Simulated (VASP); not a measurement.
Runs of VASP 6.6.1 on TiN (Osbornite). The structure is that of space group Fm-3m (No. 225), or close to it. The cells are those of the table. 

```csv
cell,gap on the mesh (eV),pressure (GPa)
"a = 2.956 Å, angles 60.0°, 2 atoms",none,(a)
"a = 3.036 Å, angles 60.0°, 2 atoms",none,-7.9
"a = 2.977 Å, angles 60.0°, 2 atoms",none,8.3
"a = 2.997 Å, angles 60.0°, 2 atoms",none,(b)
"a = 2.936 Å, angles 60.0°, 2 atoms",none,22.4
```

Alike in all rows: task single point; level PBE; potentials or basis VASP PAW PBE potentials, release 64 (Ti_sv, N); no spin polarisation; k mesh 12 × 12 × 12; cutoff (eV) 520; smearing fermi-dirac 0.1 eV.

Question: Fill in the values left out.

Answer: (a) 15.0; (b) 2.3.

A gap of «none» marks levels without a gap at the run's occupations.
